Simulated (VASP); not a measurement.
Here is a VASP 6.6.1 calculation.

Contents of INCAR:

```
ALGO = Normal ; EDIFF = 1E-6
ENCUT = 500 ; GGA = PE
GGA_COMPAT = F ; ISIF = 2
ISMEAR = 0 ; IVDW = 12
LASPH = T ; LCHARG = F
LREAL = F ; LWAVE = F
NBANDS = 12 ; NELM = 120
PREC = Accurate ; SIGMA = 0.1
```

Contents of KPOINTS:

```
k-points
0
Gamma
  8 8 8
```

File POSCAR:

```
Ta
1.0
    0.0000000000      2.0859058039      2.0859058039
    2.0859058039      0.0000000000      2.0859058039
    2.0859058039      2.0859058039      0.0000000000
Ta
1
Direct
    0.0000000000      0.0000000000      0.0000000000
```

Potentials or basis: VASP PAW PBE potentials, release 64 (Ta_pv).

Launch:

```console
$ cat potpaw_PBE.64/Ta_pv/POTCAR > POTCAR
$ mpirun -np 1 vasp_std > vasp.out
```

(1) What does it give for the pressure?

(2) What does it give for the dispersion energy per atom?

Results:

(1) 3.0 GPa.

(2) -0.657 eV.

Caveat: pairwise dispersion overbinds metals, which lowers pressure and volume.
